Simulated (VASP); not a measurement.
## AlN: single point with PBE

AlN:

```
CELL_PARAMETERS angstrom
0.00000 2.25629 2.25629
2.25629 0.00000 2.25629
2.25629 2.25629 0.00000
ATOMIC_POSITIONS crystal
Al 0.99085 0.00915 0.00915
N 0.76763 0.73237 0.73237
```

| Property | Result |
| --- | --- |
| Program | VASP 6.6.1 |
| Task | single point |
| Functional | PBE |
| Potentials or basis | VASP PAW PBE potentials, release 64 (Al, N) |
| Cutoff | 520 eV |
| k mesh | 10 × 10 × 10 |
| Occupations | gaussian, width 0.05 eV |
| Spin | no spin polarisation |

The pressure is -11.2 GPa and the largest force is 1.310 eV/Å. The band gap on the k mesh is 2.96 eV, indirect (least direct gap 3.05 eV).

Forces on the atoms (eV/Å):
```
Al  -1.310  0.000  0.000
N    1.310  0.000  0.000
```

Stress tensor (GPa, compression positive):
```
-12.36   0.00   0.00
  0.00 -10.66  -3.93
  0.00  -3.93 -10.66
```

Levels at points of the mesh, in eV from the valence-band top:
| k point | band 1 | band 2 | band 3 | band 4 | band 5 | band 6 | band 7 | band 8 | band 9 |
| --- | --- | --- | --- | --- | --- | --- | --- | --- | --- |
| (0.00, 0.00, 0.00) | -14.73 | -0.61 | -0.28 | 0.00 | 3.05 | 11.29 | 11.35 | 11.41 | 16.53 |
| (0.50, 0.00, 0.00) | -12.98 | -5.63 | -1.06 | -0.64 | 6.21 | 8.94 | 10.06 | 10.38 | 16.32 |
| (0.00, 0.50, 0.00) | -12.94 | -5.86 | -0.84 | -0.49 | 6.16 | 8.81 | 10.12 | 10.53 | 16.41 |
| (0.50, 0.50, 0.00) | -12.41 | -4.92 | -1.94 | -1.93 | 2.96 | 7.65 | 12.35 | 14.29 | 14.33 |
| (0.00, 0.50, 0.50) | -12.42 | -4.90 | -2.19 | -1.75 | 2.98 | 7.74 | 12.35 | 14.24 | 14.26 |

It took 64 s on 1 thread of AMD EPYC 7R43 64-Core Processor (Zen 3), with other jobs on the host, peak memory 0.13 GiB.

Caveat: forces of over 1 eV/Å act on the atoms, so gaps and moduli don't describe the material at rest. A k mesh can miss the band edges.
